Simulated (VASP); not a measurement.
Write the native input for VASP 6.6.1 that does the following.

| Property | Result |
| --- | --- |
| Task | single point |
| Functional | PBEsol |
| Potentials or basis | VASP PAW PBE potentials, release 64 (Zn) |
| Cutoff | 500 eV |
| k mesh | 12 × 12 × 12 |
| Occupations | fermi-dirac, width 0.1 eV |
| Spin | no spin polarisation |
| Dipole correction | no |
| Further INCAR settings | ALGO = Normal; EDIFF = 1e-06; NBANDS = 12 |

The structure of Zn lies in POSCAR:

```
Zn
1.0
   -1.6438636750      1.6438636750      1.6438636750
    1.6438636750     -1.6438636750      1.6438636750
    1.6438636750      1.6438636750     -1.6438636750
Zn
1
Direct
    0.0000000000      0.0000000000      0.0000000000
```

This isn't the form of Zn at room conditions, which is hcp.

One way to write it, as run:

INCAR

```
SYSTEM = Zn
  ALGO = Normal
  EDIFF = 1E-6
  ENCUT = 500
  GGA = PS
  GGA_COMPAT = .False.
  ISIF = 2
  ISMEAR = -1
  LASPH = .True.
  LCHARG = .False.
  LREAL = .False.
  LWAVE = .False.
  NBANDS = 12
  NELM = 120
  PREC = Accurate
  SIGMA = 0.1
```

KPOINTS

```
k-points
0
Gamma
  12 12 12
  0 0 0
```

Potentials or basis: VASP PAW PBE potentials, release 64 (Zn).

Run with:

```console
$ cat potpaw_PBE.64/Zn/POTCAR > POTCAR
$ mpirun -np 1 vasp_std > vasp.out
```

Results of the run:

The pressure is -9.6 GPa and the band gap on the k mesh is zero (bands 6 and 7 overlap by 5.16 eV).

Caveat: the cell stands under tension; the PAW data sets were made with another functional, which shifts forces and pressure a little.

Wall time 7 s on 1 thread of Intel(R) Xeon(R) Platinum 8488C (Sapphire Rapids) (shared host), peak memory 0.14 GiB.
